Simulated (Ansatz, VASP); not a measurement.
# CdS in VASP and in Ansatz

INCAR

```
ALGO = Normal ; EDIFF = 1E-6
EDIFFG = -0.002 ; ENCUT = 520
IBRION = 2 ; ISIF = 2
ISMEAR = 0 ; LASPH = T
LCHARG = F ; LREAL = F
LWAVE = F ; NELM = 80
NSW = 60 ; PREC = Accurate
SIGMA = 0.02
```

KPOINTS

```
k-points
0
Gamma
  8 8 8
```

POSCAR

```
CdS
1.0
    0.0000000000      2.9393400439      2.9393400439
    2.9393400439      0.0000000000      2.9393400439
    2.9393400439      2.9393400439      0.0000000000
Cd S
1 1
Direct
    0.0000000000      0.0000000000      0.0000000000
    0.7500000000      0.7500000000      0.7500000000
```

Input for Ansatz:

```yaml
crystal:
  lattice:
    - [0.0, 2.9393400439, 2.9393400439]
    - [2.9393400439, 0.0, 2.9393400439]
    - [2.9393400439, 2.9393400439, 0.0]
  atoms:
    - { symbol: Cd, position: [0.0, 0.0, 0.0] }
    - { symbol: S, position: [0.75, 0.75, 0.75] }
basis:
  ecutwfc: 420
kpoints:
  mp_grid: { grid: [8, 8, 8] }
hamiltonian:
  xc: lda
  pseudopotentials: { kind: paw, azcp: { folder: soft_1 } }
scf:
  occupations: { method: gaussian, width: 0.02 }
output:
  forces: true
  stress: true
  eigenvalues: true
relax:
  adjacent_minimum: "off"
  f_tol: 0.002
  max_steps: 40
```

Change from the starting cell: strained cell.

Alike in both runs: task relaxation of the atoms; functional LDA; k mesh 8 × 8 × 8; occupations gaussian, width 0.02 eV; no spin polarisation.

```csv
,VASP,Ansatz
version,VASP 6.6.1,Ansatz 0.2.0
potentials or method,"VASP PAW LDA potentials, release 64 (Cd, S), cutoff 520 eV","scalar-relativistic, plane waves, PAW"
valence electrons in the cell,18,26
```

```tsv
	VASP	Ansatz	Ansatz less VASP
gap on the k mesh at the Fermi level, each at its own relaxed structure (eV)	0.84	0.81	-0.027
```

Ansatz warns that its potentials were made for another functional, while VASP's fit it. LDA's correlation is that of Perdew and Zunger in VASP and of Perdew and Wang (1992) in Ansatz. VASP's potentials hold 18 valence electrons a cell and Ansatz's 26, so a difference there can come from the potentials and not from the codes. Ansatz's warnings: stress scf threshold loose.

Noted on VASP's run: the relaxation stopped at its first step, so nothing moved.
